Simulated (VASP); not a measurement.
Wanted: the native input for a VASP 6.6.1 run.

```yaml
Task: single point
Functional: PBE
Potentials_or_basis: VASP PAW PBE potentials, release 64 (Eu, O)
Cutoff: 520 eV
k_mesh: 7 × 7 × 1
Occupations: gaussian, width 0.05 eV
Spin: collinear spin, ferromagnetic start
Starting_moments: "[7.44, 7.44, 7.44, 0.0, 0.0, 0.0] μB"
Hubbard_terms: Eu f U = 6.0 eV
Dipole_correction: yes
Further_INCAR_settings: ALGO = Normal; EDIFF = 1e-06; NBANDS = 48; NELMDL = -8
```

The structure of EuO lies in POSCAR:

```
EuO
1.0
    3.6598011243      0.0000000000      0.0000000000
    0.0000000000      3.6598011243      0.0000000000
    0.0000000000      0.0000000000     22.1757403856
Eu O
3 3
Direct
    0.0000000000      0.0000000000      0.3833017456
    0.5000000000      0.5000000000      0.4971388379
    0.0000000000      0.0000000000      0.6121986476
    0.5000000000      0.5000000000      0.3833017456
    0.0000000000      0.0000000000      0.4977169396
    0.5000000000      0.5000000000      0.6094455581
```

One way to write it, as run:

INCAR

```
PREC     = Accurate       # precision mode
ENCUT    = 520            # plane-wave cutoff, eV
EDIFF    = 1E-6           # SCF threshold, eV
ISMEAR   = 0              # smearing method
SIGMA    = 0.05           # smearing width, eV
LREAL    = False          # projectors in reciprocal space
LASPH    = True           # aspherical terms in the spheres
NELM     = 200            # most SCF steps
ALGO     = Normal         # electronic algorithm
ISIF     = 2              # what is computed and relaxed
LWAVE    = False          # write WAVECAR
LCHARG   = False          # write CHGCAR
ISPIN    = 2              # spin polarisation
MAGMOM   = 7.44 7.44 7.44 0 0 0 # initial moments
LORBIT   = 11             # projections on sites
LMAXMIX  = 6              # l up to which the mixer works
LDAU     = True           # DFT+U
LDAUTYPE = 2            
LDAUL    = 3 -1           # shell
LDAUU    = 6 0            # U, eV
LDAUJ    = 0 0          
LDAUPRINT= 1            
LDIPOL   = True         
IDIPOL   = 3            
DIPOL    = 0.5 0.5 0.497
GGA      = PE             # functional
NBANDS   = 48             # bands
GGA_COMPAT= False        
NELMDL   = -8
```

KPOINTS

```
Automatic mesh
0
Gamma
  7 7 1
```

Potentials or basis: VASP PAW PBE potentials, release 64 (Eu, O).

Command:

```sh
$ cat potpaw_PBE.64/Eu/POTCAR potpaw_PBE.64/O/POTCAR > POTCAR
$ mpirun -np 1 vasp_std > vasp.out
```

It gave:

The largest force is 0.262 eV/Å, the band gap on the k mesh is 0.27 eV and the net moment is 21.00 μB per cell. The site moments are Eu +6.74, +6.72 (each value once); O -0.09 μB. The valence electrons inside the program's atomic spheres are Eu 14.93, 14.96 (each value once); O 4.93, 4.96, 4.94.

Caveat: spin-orbit coupling is left out, which moves the levels of the heavy elements.

Wall time 28 min on 1 thread of Oxide Virtual Turin-like Processor, on a shared host, peak memory 0.54 GiB.
